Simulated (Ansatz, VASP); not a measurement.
## Zn in VASP and in Ansatz

Contents of INCAR:

```
SYSTEM = Zn
ALGO = Normal
EDIFF = 1E-7
EDIFFG = -0.01
ENCUT = 600
GGA = PE
IBRION = 2
ISIF = 3
ISMEAR = -1
LASPH = .True.
LCHARG = .False.
LREAL = .False.
LWAVE = .False.
NELM = 60
NSW = 80
PREC = Accurate
SIGMA = 0.1
```

File KPOINTS:

```
k-points
0
Gamma
  13 13 7
  0 0 0
```

POSCAR

```
Zn
1.0
    2.6647980532      0.0000000000      0.0000000000
   -1.3323990266      2.3077828100      0.0000000000
    0.0000000000      0.0000000000      4.9467000000
Zn
2
Direct
    0.3333333333      0.6666666667      0.2500000000
    0.6666666667      0.3333333333      0.7500000000
```

Input for Ansatz:

```yaml
crystal:
  lattice:
    - [2.6647980532, 0.0, 0.0]
    - [-1.3323990266, 2.30778281, 0.0]
    - [0.0, 0.0, 4.9467]
  atoms:
    - { symbol: Zn, position: [0.3333333333, 0.6666666667, 0.25] }
    - { symbol: Zn, position: [0.6666666667, 0.3333333333, 0.75] }
hamiltonian:
  xc: pbe
  pseudopotentials:
    kind: paw
    azcp:
      Zn: "pseudopotentials/Zn.paw.azcp"
basis:
  ecutwfc: 420
  fft_grid_basis: typed
kpoints:
  mp_grid: { grid: [13, 13, 7], shift: [0, 0, 0] }
magnetization:
  spin_polarized: false
scf:
  occupations: { method: fermi_dirac, width: 0.1 }
relax:
  max_steps: 60
  f_tol: 0.01
  cell: {}
```

Alike in both runs: task relaxation of cell and atoms; functional PBE; k mesh 13 × 13 × 7; occupations fermi-dirac, width 0.1 eV; no spin polarisation.

|  | VASP | Ansatz |
| --- | --- | --- |
| version | VASP 6.6.1 | Ansatz 0.2.0 |
| potentials or method | VASP PAW PBE potentials, release 64 (Zn), cutoff 600 eV | plane waves (420 eV) with PAW, scalar-relativistic |
| valence electrons in the cell | 24 | 24 |

|  | VASP | Ansatz | Ansatz less VASP |
| --- | --- | --- | --- |
| relaxed volume (Å³/atom) | 15.20 | 15.15 | -0.043 |
| relaxed cell length with the largest relative difference (Å) | 2.660 | 2.656 | -0.0042 |
